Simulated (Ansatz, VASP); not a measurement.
# PbS: VASP beside Ansatz

```
Pb S
1.0
     4.24693    0.00000    0.00000
     0.00000    4.24693    0.00000
     0.00000    0.00000   30.91340
Pb S
2 2
Direct
  0.00000 0.50000 0.24575
  0.50000 0.00000 0.33653
  0.00000 0.50000 0.33284
  0.50000 0.00000 0.24943
```

Alike in both runs: task single point; functional r2SCAN; k mesh 6 × 6 × 1; occupations gaussian, width 0.02 eV; no spin polarisation.

```csv
,VASP,Ansatz
version,VASP 6.6.1,Ansatz 0.2.0
potentials or method,"VASP PAW PBE potentials, release 64 (Pb_d, S), cutoff 520 eV","scalar-relativistic, plane waves, PAW"
valence electrons in the cell,40,40
```

VASP gave:

- gap on the k mesh at the Fermi level (eV): 2.39
- least direct gap on the mesh (eV): 2.39
- rms of the force components (eV/Å): 0.089

Task: Estimate Ansatz's values.

Result: gap on the k mesh at the Fermi level (eV): 2.38; least direct gap on the mesh (eV): 2.38; rms of the force components (eV/Å): 0.093.

VASP's potentials were made for PBE, not for r2SCAN. Atom by atom the forces differ by 0.005 eV/Å (rms over components). Ansatz's warnings: xc potential rough in thin density.

Spin-orbit coupling is off throughout.
